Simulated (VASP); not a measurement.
Write the native input for VASP 6.6.1 that does the following.

```
Task                   : relaxation of cell and atoms
Functional             : PBE
Potentials or basis    : VASP PAW PBE potentials, release 64 (Ti_sv, Se)
Cutoff                 : 600 eV
k mesh                 : 10 × 10 × 10
Occupations            : gaussian, width 0.1 eV
Spin                   : no spin polarisation
Dipole correction      : no
Further INCAR settings : ALGO = Normal; EDIFF = 1e-06; IBRION = 2; EDIFFG = -0.01; NSW = 100; ISIF = 3
```

The structure of TiSe3 lies in POSCAR:

```
TiSe3
1.0
    4.9610267001      0.0000000000      0.0000000000
    0.0000000000      4.9610267001      0.0000000000
    0.0000000000      0.0000000000      4.9610267001
Ti Se
1 3
Direct
    0.5000000000      0.5000000000      0.5000000000
    0.0000000000      0.5000000000      0.5000000000
    0.5000000000      0.0000000000      0.5000000000
    0.5000000000      0.5000000000      0.0000000000
```

The cell was built from a structure type or drawn by symmetry, and may not be a known phase.

These files were run (other wordings do the same):

INCAR

```
PREC     = Accurate       # precision mode
ENCUT    = 600            # plane-wave cutoff, eV
EDIFF    = 1E-6           # SCF threshold, eV
ISMEAR   = 0              # smearing method
SIGMA    = 0.1            # smearing width, eV
LREAL    = False          # projectors in reciprocal space
LASPH    = True           # aspherical terms in the spheres
NELM     = 80             # most SCF steps
ALGO     = Normal         # electronic algorithm
ISIF     = 3              # what is computed and relaxed
LWAVE    = False          # write WAVECAR
LCHARG   = False          # write CHGCAR
GGA      = PE             # functional
IBRION   = 2              # ionic algorithm
NSW      = 100            # ionic steps
EDIFFG   = -0.01          # ionic threshold
```

KPOINTS

```
Automatic mesh
0
Gamma
  10 10 10
```

Potentials or basis: VASP PAW PBE potentials, release 64 (Ti_sv, Se).

Run with:

```bash
$ cat potpaw_PBE.64/Ti_sv/POTCAR potpaw_PBE.64/Se/POTCAR > POTCAR
$ mpirun -np 1 vasp_std > vasp.out
```

Results of the run:

The relaxed volume is 30.33 Å³/atom and the relaxed cell is a = 4.950 Å, b = 4.950 Å, c = 4.950 Å, α = 90.00°, β = 90.00°, γ = 90.00°. The space group after relaxing (to 0.1 Å) is Pm-3m (No. 221), the energy gained by relaxing is 0.2 meV/atom and the ionic steps are 3. The pressure after relaxing is 0.0 GPa. The band gap on the k mesh is zero (bands 15 and 16 overlap by 1.18 eV).

Wall time 5.3 min on 1 thread of Intel(R) Xeon(R) Platinum 8259CL CPU @ 2.50GHz (Skylake/Cascade Lake) (shared host), peak memory 0.35 GiB.
